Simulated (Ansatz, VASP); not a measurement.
**One calculation of BaY3Si, two programs**

```
Ba Y Si
1.0
     4.35022    0.00000    0.00000
    -2.17511    3.76740    0.00000
     0.00000    0.00000    8.35625
Ba Y Si
1 3 1
Direct
  0.66667 0.33333 0.50000
  0.33333 0.66667 0.50000
  0.66667 0.33333 0.18097
  0.66667 0.33333 0.81903
  0.33333 0.66667 0.00000
```

Alike in both runs: task single point; functional PBE; k mesh 6 × 6 × 2; occupations gaussian, width 0.1 eV; no spin polarisation.

```csv
,VASP,Ansatz
version,VASP 6.6.1,Ansatz 0.2.0
potentials or method,"VASP PAW PBE potentials, release 64 (Ba_sv, Y_sv, Si), cutoff 520 eV","scalar-relativistic, plane waves, PAW"
valence electrons in the cell,47,47
```

|  | VASP | Ansatz | Ansatz less VASP |
| --- | --- | --- | --- |
| gap on the k mesh at the Fermi level (eV) | none | none | - |
| pressure (GPa) | 16.3 | 14.5 | -1.74 |
| traceless stress, the component that is largest in VASP (GPa) | -2.18 | -1.43 | +0.746 |
| rms of the force components (eV/Å) | 0.624 | 0.561 | -0.0638 |

Atom by atom the forces differ by 0.064 eV/Å (rms over components). A gap of «none» marks a metal or a gap that the smearing closes. The functional is the same, so the differences come from potentials, cutoffs and numerics.

The k mesh is coarse, so the values compare programs but aren't converged. Neither program's run includes spin-orbit coupling.
